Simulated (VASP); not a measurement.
Hf:

```xyz
1
Lattice="0.0000 2.2200 2.2200 2.2200 0.0000 2.2200 2.2200 2.2200 0.0000" Properties=species:S:1:pos:R:3 pbc="T T T"
Hf    0.0000    0.0000    0.0000
```

- Program: VASP 6.6.1
- Task: relaxation of cell and atoms
- Functional: PBEsol
- Potentials or basis: VASP PAW PBE potentials, release 64 (Hf_pv)
- Cutoff: 600 eV
- k mesh: 10 × 10 × 10
- Occupations: fermi-dirac, width 0.05 eV
- Spin: no spin polarisation

At the start: pressure -2.1 GPa; volume 21.88 Å³/atom.

Q: How do energy, volume and symmetry change on relaxing?

A: Over 3 steps the energy falls by 2.7 meV/atom and the volume is 21.47 Å³/atom (-1.9 %); space group Fm-3m (No. 225, to 0.05 Å).

The path:
```
step  energy change (eV)  largest force (eV/Å)  pressure (GPa)  volume (Å³)
   1              0.0000                0.0000           -2.07        21.88
   2              0.0011                0.0000            2.62        21.00
   3             -0.0027                0.0000           -0.01        21.47
```

Final structure:
```
CELL_PARAMETERS angstrom
0.00000 2.20608 2.20608
2.20608 0.00000 2.20608
2.20608 2.20608 0.00000
ATOMIC_POSITIONS crystal
Hf 0.00000 0.00000 0.00000
```

Caveat: the PAW data sets were made with another functional, which shifts forces and pressure a little.
